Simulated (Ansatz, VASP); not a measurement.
CsSnBr3: VASP beside Ansatz

Contents of INCAR:

```
SYSTEM = CsSnBr3
  ALGO = Normal
  EDIFF = 1E-6
  ENCUT = 500
  GGA = PS
  GGA_COMPAT = .False.
  ISIF = 2
  ISMEAR = 0
  LASPH = .True.
  LCHARG = .False.
  LREAL = .False.
  LWAVE = .False.
  NBANDS = 30
  NELM = 120
  PREC = Accurate
  SIGMA = 0.01
```

The input KPOINTS:

```
k-points
0
Gamma
  6 6 6
  0 0 0
```

File POSCAR:

```
CsSnBr3
1.0
    5.7652873848      0.0000000000      0.0000000000
    0.0000000000      5.7652873848      0.0000000000
    0.0000000000      0.0000000000      5.7652873848
Cs Sn Br
1 1 3
Direct
    0.0000000000      0.0000000000      0.0000000000
    0.5000000000      0.5000000000      0.5000000000
    0.5000000000      0.5000000000      0.0000000000
    0.5000000000      0.0000000000      0.5000000000
    0.0000000000      0.5000000000      0.5000000000
```

Input for Ansatz:

```yaml
crystal:
  lattice:
    - [5.7652873848, 0.0, 0.0]
    - [0.0, 5.7652873848, 0.0]
    - [0.0, 0.0, 5.7652873848]
  atoms:
    - { symbol: Cs, position: [0.0, 0.0, 0.0] }
    - { symbol: Sn, position: [0.5, 0.5, 0.5] }
    - { symbol: Br, position: [0.5, 0.5, 0.0] }
    - { symbol: Br, position: [0.5, 0.0, 0.5] }
    - { symbol: Br, position: [0.0, 0.5, 0.5] }
basis:
  ecutwfc: 420
kpoints:
  mp_grid: { grid: [6, 6, 6] }
  band_path:
    path:
      - [[0.0, 0.0, 0.0], [0.0, 0.5, 0.0], [0.5, 0.5, 0.0], [0.0, 0.0, 0.0], [0.5, 0.5, 0.5], [0.0, 0.5, 0.0]]
      - [[0.5, 0.5, 0.5], [0.5, 0.5, 0.0]]
    npoints: 10
hamiltonian:
  xc: pbesol
scf:
  occupations: { method: gaussian, width: 0.01 }
  n_extra_bands: 8
output:
  forces: true
  stress: true
  eigenvalues: true
```

Alike in both runs: task single point; functional PBEsol; k mesh 6 × 6 × 6; occupations gaussian, width 0.01 eV; no spin polarisation.

```csv
,VASP,Ansatz
version,VASP 6.6.1,Ansatz 0.2.0
potentials or method,"VASP PAW PBE potentials, release 64 (Cs_sv, Sn_d, Br), cutoff 500 eV","scalar-relativistic, plane waves, PAW"
valence electrons in the cell,44,44
```

VASP gave:

| Quantity | Value |
| --- | --- |
| gap on the k mesh at the Fermi level (eV) | 0.21 |
| least direct gap on the mesh (eV) | 0.21 |
| pressure (GPa) | 0.0 |

**Question.** Estimate Ansatz's values.

**Answer.** gap on the k mesh at the Fermi level (eV): 0.22; least direct gap on the mesh (eV): 0.22; pressure (GPa): 0.0.

VASP's potentials were made for PBE, not for PBEsol.

Spin-orbit coupling is off throughout.
